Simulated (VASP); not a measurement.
Crystal: MgO.

```
Mg O
1.0
     2.10850    2.10850    0.00000
    -2.10850    2.10850    0.00000
     0.00000    2.10850    2.10850
Mg O
1 1
Direct
  0.00000 0.00000 0.00000
  0.50000 0.50000 0.00000
```

```yaml
Program: VASP 6.6.1
Task: relaxation of cell and atoms
Functional: LDA
Potentials_or_basis: VASP PAW LDA potentials, release 64 (Mg_sv, O)
Cutoff: 750 eV
k_mesh: 14 × 14 × 14
Occupations: fermi-dirac, width 0.05 eV
Spin: no spin polarisation
```

At the start: pressure -6.5 GPa; volume 9.37 Å³/atom.

Question: How do energy, volume and symmetry change on relaxing?

Answer: Over 3 steps the energy falls by 7.8 meV/atom and the volume is 9.01 Å³/atom (-3.9 %); space group Fm-3m (No. 225, to 0.1 Å) before and after.

The path:
```
step  energy change (eV)  largest force (eV/Å)  pressure (GPa)  volume (Å³)
   1              0.0000                0.0000           -6.55        18.75
   2             -0.0130                0.0000            2.92        17.73
   3             -0.0156                0.0000            0.02        18.01
```

Final structure:
```
Mg O
1.0
     2.08049    2.08049    0.00000
    -2.08049    2.08049    0.00000
     0.00000    2.08049    2.08049
Mg O
1 1
Direct
  0.00000 0.00000 0.00000
  0.50000 0.50000 0.00000
```
